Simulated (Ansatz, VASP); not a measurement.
**Two plane-wave programs on PbSe**

File POSCAR:

```
PbSe
1.0
    0.0000000000      3.1202608348      3.1202608348
    3.1202608348      0.0000000000      3.1202608348
    3.1202608348      3.1202608348      0.0000000000
Pb Se
1 1
Direct
    0.0000000000      0.0000000000      0.0000000000
    0.5000000000      0.5000000000      0.5000000000
```

File INCAR.step1:

```
SYSTEM = PbSe
  PREC = Accurate
  ENCUT = 550
  ISMEAR = 0
  SIGMA = 0.02
  LREAL = .False.
  LASPH = .True.
  NELM = 120
  NBANDS = 17
  GGA = PE
  ALGO = Normal
  EDIFF = 1E-5
  LWAVE = .True.
  LCHARG = .False.
  GGA_COMPAT = .False.
```

The input INCAR.step2:

```
SYSTEM = PbSe
  PREC = Accurate
  ENCUT = 550
  EDIFF = 1E-6
  ISMEAR = 0
  SIGMA = 0.02
  LREAL = .False.
  LASPH = .True.
  NELM = 120
  ALGO = Normal
  ISIF = 2
  LWAVE = .False.
  LCHARG = .False.
  METAGGA = R2SCAN
  LMIXTAU = .True.
  NBANDS = 17
  ISTART = 1
  GGA_COMPAT = .False.
```

KPOINTS

```
regular mesh
0
Gamma
  10 10 10
  0 0 0
```

Input for Ansatz:

```yaml
crystal:
  lattice:
    - [0.0, 3.1202608348, 3.1202608348]
    - [3.1202608348, 0.0, 3.1202608348]
    - [3.1202608348, 3.1202608348, 0.0]
  atoms:
    - { symbol: Pb, position: [0.0, 0.0, 0.0] }
    - { symbol: Se, position: [0.5, 0.5, 0.5] }
basis:
  ecutwfc: 500
kpoints:
  mp_grid: { grid: [10, 10, 10] }
hamiltonian:
  xc: r2scan
scf:
  occupations: { method: gaussian, width: 0.02 }
output:
  forces: true
  stress: true
  eigenvalues: true
```

Alike in both runs: task single point; functional r2SCAN; k mesh 10 × 10 × 10; occupations gaussian, width 0.02 eV; no spin polarisation.

```csv
,VASP,Ansatz
version,VASP 6.6.1,Ansatz 0.2.0
potentials or method,"VASP PAW PBE potentials, release 64 (Pb_d, Se), cutoff 550 eV","scalar-relativistic, plane waves, PAW"
valence electrons in the cell,20,30
```

```csv
,VASP,Ansatz,Ansatz less VASP
gap on the k mesh at the Fermi level (eV),0.76,0.76,-0.006
least direct gap on the mesh (eV),0.76,0.76,-0.006
pressure (GPa),-1.5,-1.5,0.00
```

VASP's potentials were made for PBE, not for r2SCAN. With one functional, cell and mesh, what is left measures potentials, basis and numerics. VASP's potentials hold 20 valence electrons a cell and Ansatz's 30, so a difference there can come from the potentials and not from the codes.

Spin-orbit coupling is off throughout.
